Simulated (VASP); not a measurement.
# InGa2As3 (P3m1) in VASP: notebook, part 2 of 2

VASP 6.6.1.

### 3 Relaxation of cell and atoms, PBE

This run uses another cell than the first one, of 24.26 Å³/atom, 0.942 times its volume.

Input file INCAR:

```
SYSTEM = InGa2As3
PREC = Accurate
ENCUT = 600
EDIFF = 1E-7
ISMEAR = 0
SIGMA = 0.2
LREAL = .False.
LASPH = .True.
NELM = 60
ALGO = Normal
ISIF = 3
LWAVE = .False.
LCHARG = .False.
GGA = PE
IBRION = 2
NSW = 36
EDIFFG = -0.08
```

Input file KPOINTS:

```
regular mesh
0
Gamma
  5 5 2
  0 0 0
```

Input file POSCAR:

```
InGa2As3
1.0
    4.0940000000      0.0000000000      0.0000000000
   -2.0470000000      3.5455080000      0.0000000000
    0.0000000000      0.0000000000     10.0300000000
In Ga As
1 2 3
Direct
    0.0000000000      0.0000000000      0.0000000000
    0.6666666700      0.3333333300      0.6666700000
    0.3333333300      0.6666666700      0.3333300000
    0.3333333300      0.6666666700      0.5833300000
    0.6666666700      0.3333333300      0.9166700000
    0.0000000000      0.0000000000      0.2500000000
```

Potentials or basis: VASP PAW PBE potentials, release 64 (In_d, Ga_d, As).

Run with:

```sh
$ cat potpaw_PBE.64/In_d/POTCAR potpaw_PBE.64/Ga_d/POTCAR potpaw_PBE.64/As/POTCAR > POTCAR
$ mpirun -np 1 vasp_std > vasp.out
```

OUTCAR:

```text
SYSTEM = InGa2As3
   PREC = Accurate
   ENCUT = 600
   EDIFF = 1E-7
   ISMEAR = 0
   LREAL = .False.
   LASPH = .True.
   NELM = 60
   ISIF = 3
   GGA = PE
   IBRION = 2
   NSW = 36
   EDIFFG = -0.08

 ion  position               nearest neighbor table
   1  0.000  0.000  0.000-   5 2.51   5 2.51   5 2.51   6 2.51
   2  0.667  0.333  0.667-   4 2.51   4 2.51   4 2.51   5 2.51
   3  0.333  0.667  0.333-   6 2.51   6 2.51   6 2.51   4 2.51
   4  0.333  0.667  0.583-   2 2.51   2 2.51   2 2.51   3 2.51
   5  0.667  0.333  0.917-   1 2.51   1 2.51   1 2.51   2 2.51
   6  0.000  0.000  0.250-   3 2.51   3 2.51   3 2.51   1 2.51

  LATTYP: Found a hexagonal cell.
 ALAT       =     4.0940000000
 C/A-ratio  =     2.4499267220

  Lattice vectors:

 A1 = (   4.0940000000,   0.0000000000,   0.0000000000)
 A2 = (  -2.0470000000,   3.5455080000,   0.0000000000)
 A3 = (   0.0000000000,   0.0000000000,  10.0300000000)

Analysis of symmetry for initial positions (statically):
=====================================================================
 Subroutine PRICEL returns:
 Original cell was already a primitive cell.

 Routine SETGRP: Setting up the symmetry group for a
 hexagonal supercell.

[... 149 lines left out ...]
   NGX = 17   NGY = 17   NGZ = 41

--------------------------------------- Ionic step        1  -------------------------------------------

 number of electron      53.9999998 magnetization

 Free energy of the ion-electron system (eV)
  ---------------------------------------------------
  ext. energy  EPLUGINS =         0.00000000
  ---------------------------------------------------
  free energy    TOTEN  =       -23.74523139 eV

  energy without entropy =      -23.73813265  energy(sigma->0) =      -23.74168202

------------------------ aborting loop because EDIFF is reached ----------------------------------------

  FORCE on cell =-STRESS in cart. coord.  units (eV):
  Direction    XX          YY          ZZ          XY          YZ          ZX
  --------------------------------------------------------------------------------------
  -------------------------------------------------------------------------------------
  Total        4.2500510      4.2500510      3.7587938     -0.0000000      0.0000000      0.0000000
  in kB       46.7710892     46.7710891     41.3648868     -0.0000000      0.0000000      0.0000000
  external PRESSURE =      44.9690217 kB  Pullay stress =       0.0000000 kB
[... 267 lines left out ...]
--------------------------------------- Ionic step        8  -------------------------------------------

 number of electron      53.9999992 magnetization

 Free energy of the ion-electron system (eV)
  ---------------------------------------------------
  ext. energy  EPLUGINS =         0.00000000
  ---------------------------------------------------
  free energy    TOTEN  =       -24.04168598 eV

  energy without entropy =      -24.03478074  energy(sigma->0) =      -24.03823336

 E-fermi :   3.7305     XC(G=0):  -9.1359

 val. band max:        3.6885649473   @ k =   0.0000   0.0000   0.0000
 cond. band min:       4.1277583225   @ k =   0.0000   0.0000   0.5000
 fundamental gap:      0.4391933752
 Fermi energy:         3.7305304275

 k-point     1 :       0.0000    0.0000    0.0000
  band No.  band energies     occupation
      1     -11.2036      2.00000
      2     -11.1669      2.00000
      3     -11.1467      2.00000
      4     -11.1467      2.00000
      5     -11.1300      2.00000
      6     -11.1300      2.00000
[... 372 lines left out ...]
  FREE ENERGIE OF THE ION-ELECTRON SYSTEM (eV)
  ---------------------------------------------------
  free  energy   TOTEN  =       -24.0416859830 eV

  energy  without entropy=      -24.0347807422  energy(sigma->0) =      -24.03823336

 reached required accuracy - stopping structural energy minimisation
```

CONTCAR:

```text
InGa2As3
   1.00000000000000
     4.1819397489185990   -0.0000000000000000   -0.0000000000000000
    -2.0909698744592995    3.6216660563730287    0.0000000000000000
     0.0000000000000000   -0.0000000000000000   10.2204281491280415
  In              Ga              As
     1     2     3
Direct
     0.0000000000000000    0.0000000000000000    0.0016976054939346
     0.6666666699999979    0.3333333300000021    0.6597878600342740
     0.3333333300000021    0.6666666699999979    0.3397320849588166
     0.3333333300000021    0.6666666699999979    0.5833418029980002
     0.6666666699999979    0.3333333300000021    0.9025570694308738
     0.0000000000000000    0.0000000000000000    0.2628835770841010

  0.00000000E+00  0.00000000E+00  0.00000000E+00
  0.00000000E+00  0.00000000E+00  0.00000000E+00
  0.00000000E+00  0.00000000E+00  0.00000000E+00
  0.00000000E+00  0.00000000E+00  0.00000000E+00
  0.00000000E+00  0.00000000E+00  0.00000000E+00
  0.00000000E+00  0.00000000E+00  0.00000000E+00
```

It took 5.2 min on 1 thread of AMD EPYC 9R45 (Zen 5), shared host; peak memory 0.33 GiB.

What came out:

| Item | Value |
| --- | --- |
| Free energy | -24.0417 eV |
| Relaxed volume | 25.80 Å³/atom |
| Relaxed cell | a = 4.182 Å, b = 4.182 Å, c = 10.220 Å, α = 90.00°, β = 90.00°, γ = 120.00° |
| Space group after relaxing (to 0.05 Å) | P3m1 (No. 156) |
| Energy gained by relaxing | 49.4 meV/atom |
| Ionic steps | 8 |
| Pressure after relaxing | 0.0 GPa |
| Largest force after relaxing | 0.025 eV/Å |
| Band gap on the k mesh | zero (filled and empty bands touch) |

Forces in eV/Å, atoms in the order of the input:
```
In   0.000  0.000 -0.007
Ga   0.000  0.000  0.001
Ga   0.000  0.000 -0.021
As   0.000  0.000  0.007
As   0.000  0.000  0.025
As   0.000  0.000 -0.006
```

Step by step:
| step | energy change (eV) | largest force (eV/Å) | pressure (GPa) | volume (Å³) |
| --- | --- | --- | --- | --- |
| 1 | 0.0000 | 1.3687 | 4.50 | 145.59 |
| 2 | -0.2209 | 0.4169 | -1.62 | 160.41 |
| 3 | -0.2305 | 0.5650 | -0.73 | 157.68 |
| 4 | -0.2649 | 0.3029 | -0.35 | 156.23 |
| 5 | -0.2835 | 0.4214 | 0.32 | 154.03 |
| 6 | -0.2950 | 0.1214 | 0.05 | 154.59 |
| 7 | -0.2951 | 0.1321 | 0.02 | 154.66 |
| 8 | -0.2965 | 0.0253 | -0.03 | 154.79 |

Final structure:
```
CELL_PARAMETERS angstrom
4.18194 0.00000 0.00000
-2.09097 3.62167 0.00000
0.00000 0.00000 10.22043
ATOMIC_POSITIONS crystal
In 0.00000 0.00000 0.00170
Ga 0.66667 0.33333 0.65979
Ga 0.33333 0.66667 0.33973
As 0.33333 0.66667 0.58334
As 0.66667 0.33333 0.90256
As 0.00000 0.00000 0.26288
```

Caveat: spin-orbit coupling is left out, which moves the levels of the heavy elements; the relaxation stopped at a loose force limit of 0.08 eV/Å, so its end isn't a converged minimum.

### 4 Single point, PBE

This run uses another cell than the first one, of 25.66 Å³/atom, 0.996 times its volume.

Input file INCAR:

```
SYSTEM = InGa2As3
  ALGO = Normal
  EDIFF = 1E-7
  ENCUT = 520
  GGA = PE
  ISIF = 2
  ISMEAR = 0
  LASPH = .TRUE.
  LCHARG = .FALSE.
  LREAL = .FALSE.
  LWAVE = .FALSE.
  NBANDS = 36
  NELM = 100
  PREC = Accurate
  SIGMA = 0.1
```

Input file KPOINTS:

```
k-points
0
G
  12 12 4
  0 0 0
```

Input file POSCAR:

```
InGa2As3
1.0
    4.1661346931      0.0000000000      0.0000000000
   -2.0830673466      3.6079784798      0.0000000000
    0.0000000000      0.0000000000     10.2431754799
In Ga As
1 2 3
Direct
    0.0000000000      0.0000000000      0.0014992318
    0.6666666667      0.3333333333      0.6604743307
    0.3333333333      0.6666666667      0.3399165234
    0.3333333333      0.6666666667      0.5832494866
    0.6666666667      0.3333333333      0.9025587257
    0.0000000000      0.0000000000      0.2623017018
```

Potentials or basis: VASP PAW PBE potentials, release 64 (In_d, Ga_d, As).

Run with:

```sh
$ cat potpaw_PBE.64/In_d/POTCAR potpaw_PBE.64/Ga_d/POTCAR potpaw_PBE.64/As/POTCAR > POTCAR
$ mpirun -np 1 vasp_std > vasp.out
```

OUTCAR:

```text
SYSTEM = InGa2As3
   EDIFF = 1E-7
   ENCUT = 520
   GGA = PE
   ISIF = 2
   ISMEAR = 0
   LASPH = .TRUE.
   LREAL = .FALSE.
   NELM = 100
   PREC = Accurate

 ion  position               nearest neighbor table
   1  0.000  0.000  0.001-   5 2.61   5 2.61   5 2.61   6 2.67
   2  0.667  0.333  0.660-   5 2.48   4 2.53   4 2.53   4 2.53
   3  0.333  0.667  0.340-   4 2.49   6 2.53   6 2.53   6 2.53
   4  0.333  0.667  0.583-   3 2.49   2 2.53   2 2.53   2 2.53
   5  0.667  0.333  0.903-   2 2.48   1 2.61   1 2.61   1 2.61
   6  0.000  0.000  0.262-   3 2.53   3 2.53   3 2.53   1 2.67

[... 1143 lines left out ...]
  -------------------------------------------------------------------------------------
  Total        0.1194847      0.1194847      0.1121033     -0.0000000      0.0000000     -0.0000000
  in kB        1.2433433      1.2433433      1.1665337     -0.0000000      0.0000000     -0.0000000
  external PRESSURE =       1.2177401 kB  Pullay stress =       0.0000000 kB

 VOLUME and BASIS-vectors are now :
 -----------------------------------------------------------------------------
  energy-cutoff  :      520.00
  volume of cell :      153.97
      direct lattice vectors                 reciprocal lattice vectors
     4.166134693  0.000000000  0.000000000     0.240030646  0.138581758  0.000000000
    -2.083067347  3.607978480  0.000000000     0.000000000  0.277163516  0.000000000
     0.000000000  0.000000000 10.243175480     0.000000000  0.000000000  0.097625976

 POSITION                                       TOTAL-FORCE (eV/Angst)
 -----------------------------------------------------------------------------------
      0.00000      0.00000      0.01536        -0.000000      0.000000     -0.002101
      2.08307      1.20266      6.76535         0.000000      0.000000     -0.001246
     -0.00000      2.40532      3.48182         0.000000     -0.000000     -0.002900
     -0.00000      2.40532      5.97433        -0.000000     -0.000000      0.001599
      2.08307      1.20266      9.24507        -0.000000      0.000000      0.012363
      0.00000      0.00000      2.68680        -0.000000      0.000000     -0.007714
 -----------------------------------------------------------------------------------
    total drift:                               -0.000002      0.000001      0.000205

  FREE ENERGIE OF THE ION-ELECTRON SYSTEM (eV)
  ---------------------------------------------------
  free  energy   TOTEN  =       -24.1192777465 eV

  energy  without entropy=      -24.1188618160  energy(sigma->0) =      -24.11906978
```

OSZICAR:

```text
N       E                     dE             d eps       ncg     rms          rms(c)
DAV:   1     0.455987170129E+03    0.45599E+03   -0.24363E+04  5096   0.191E+03
DAV:   2     0.420832248053E+02   -0.41390E+03   -0.40021E+03  5240   0.498E+02
DAV:   3    -0.212628241183E+02   -0.63346E+02   -0.62119E+02  5888   0.165E+02
DAV:   4    -0.245708724215E+02   -0.33080E+01   -0.32892E+01  6116   0.377E+01
DAV:   5    -0.246888064325E+02   -0.11793E+00   -0.11781E+00  7532   0.710E+00    0.583E+00
DAV:   6    -0.241615448287E+02    0.52726E+00   -0.94775E-01  6756   0.112E+01    0.328E+00
DAV:   7    -0.241181420618E+02    0.43403E-01   -0.52550E-01  6612   0.351E+00    0.941E-01
DAV:   8    -0.241176718377E+02    0.47022E-03   -0.81343E-02  6476   0.290E+00    0.354E-01
DAV:   9    -0.241184507721E+02   -0.77893E-03   -0.82871E-03  6168   0.116E+00    0.133E-01
DAV:  10    -0.241190488080E+02   -0.59804E-03   -0.16409E-03  7012   0.364E-01    0.741E-02
DAV:  11    -0.241192686479E+02   -0.21984E-03   -0.36896E-04  5792   0.308E-01    0.184E-02
DAV:  12    -0.241192739830E+02   -0.53351E-05   -0.45713E-05  6692   0.892E-02    0.107E-02
DAV:  13    -0.241192761881E+02   -0.22051E-05   -0.12343E-05  5764   0.301E-02    0.546E-03
DAV:  14    -0.241192774967E+02   -0.13087E-05   -0.34145E-06  5568   0.313E-02    0.333E-03
DAV:  15    -0.241192777666E+02   -0.26984E-06   -0.47914E-07  6580   0.509E-03    0.585E-04
DAV:  16    -0.241192777465E+02    0.20017E-07   -0.64159E-08  3796   0.475E-03
   1 F= -.24119278E+02 E0= -.24119070E+02  d E =-.415931E-03
```

stdout:

```text
POSCAR found type information on POSCAR InGaAs
 POSCAR found :  3 types and       6 ions
 scaLAPACK will be used
 LDA part: xc-table for (Slater+PW92), standard interpolation
 POSCAR, INCAR and KPOINTS ok, starting setup
 FFT: planning ... GRIDC
 FFT: planning ... GRID_SOFT
 FFT: planning ... GRID
 WAVECAR not read
 entering main loop
```

It took 4.8 min on 1 thread of AMD EPYC 9R45 (Zen 5), shared host; peak memory 0.48 GiB.

Results:

- Free energy: -24.1193 eV
- Pressure: 0.1 GPa
- Largest force: 0.012 eV/Å
- Band gap on the k mesh: zero (filled and empty bands touch)

Forces in eV/Å, atoms in the order of the input:
```
In   0.000  0.000 -0.002
Ga   0.000  0.000 -0.001
Ga   0.000  0.000 -0.003
As   0.000  0.000  0.002
As   0.000  0.000  0.012
As   0.000  0.000 -0.008
```

Caveat: spin-orbit coupling is left out, which moves the levels of the heavy elements.

### 5 Summary

| task | cell | k mesh | cutoff (eV) | smearing | gap on the mesh (eV) | pressure (GPa) | largest force (eV/Å) |
| --- | --- | --- | --- | --- | --- | --- | --- |
| single point | a = 4.175, b = 4.175, c = 10.236 Å, angles 90.0, 90.0, 120.0°, 6 atoms | 5 × 5 × 2 | 520 | gaussian 0.2 eV | none | 0.1 | 0.02 |
| relaxation of cell and atoms | relaxed from a = 4.094, b = 4.094, c = 10.030 Å, angles 90.0, 90.0, 120.0°, 6 atoms | 5 × 5 × 2 | 600 | gaussian 0.2 eV | none | 0.0 | 0.03 |
| single point | a = 4.166, b = 4.166, c = 10.243 Å, angles 90.0, 90.0, 120.0°, 6 atoms | 12 × 12 × 4 | 520 | gaussian 0.1 eV | none | 0.1 | 0.01 |

Alike in all rows: level PBE; potentials or basis VASP PAW PBE potentials, release 64 (In_d, Ga_d, As); no spin polarisation.

Caveats: spin-orbit coupling is left out, which moves the levels of the heavy elements; the relaxation stopped at a loose force limit of 0.08 eV/Å, so its end isn't a converged minimum (some runs).

Total energies depend on the potentials used, so only differences within one code and one set of settings carry meaning.
